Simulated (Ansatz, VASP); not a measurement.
# Two plane-wave programs on TiN

Contents of INCAR:

```
  ALGO = Normal
  EDIFF = 1E-6
  ENCUT = 520
  GGA = PE
  ISIF = 2
  ISMEAR = 0
  LASPH = T
  LCHARG = F
  LREAL = F
  LWAVE = F
  NBANDS = 16
  NELM = 80
  PREC = Accurate
  SIGMA = 0.15
```

Contents of KPOINTS:

```
k-points
0
Gamma
  20 20 20
```

File POSCAR:

```
TiN
1.0
    0.0000000000      2.1233168467      2.1233168467
    2.1233168467      0.0000000000      2.1233168467
    2.1233168467      2.1233168467      0.0000000000
Ti N
1 1
Direct
    0.0000000000      0.0000000000      0.0000000000
    0.5000000000      0.5000000000      0.5000000000
```

Input for Ansatz:

```yaml
crystal:
  lattice:
    - [0.0, 2.1233168467, 2.1233168467]
    - [2.1233168467, 0.0, 2.1233168467]
    - [2.1233168467, 2.1233168467, 0.0]
  atoms:
    - { symbol: Ti, position: [0.0, 0.0, 0.0] }
    - { symbol: "N", position: [0.5, 0.5, 0.5] }
basis:
  ecutwfc: 520.0
kpoints:
  mp_grid: { grid: [20, 20, 20] }
hamiltonian:
  xc: pbe
  pseudopotentials: { kind: paw, azcp: { folder: soft_1 } }
scf:
  occupations: { method: gaussian, width: 0.15 }
  lower_state_search: "off"
output:
  forces: true
  stress: true
  eigenvalues: true
```

Alike in both runs: task single point; functional PBE; k mesh 20 × 20 × 20; occupations gaussian, width 0.15 eV; no spin polarisation.

|  | VASP | Ansatz |
| --- | --- | --- |
| version | VASP 6.6.1 | Ansatz 0.2.0 |
| potentials or method | VASP PAW PBE potentials, release 64 (Ti_sv, N), cutoff 520 eV | scalar-relativistic, plane waves, PAW |
| valence electrons in the cell | 17 | 17 |

Ansatz gave:

- gap on the k mesh at the Fermi level (eV): none
- pressure (GPa): 0.0

Estimate VASP's values.

gap on the k mesh at the Fermi level (eV): none; pressure (GPa): 0.5.

A gap of «none» marks a metal or a gap that the smearing closes.
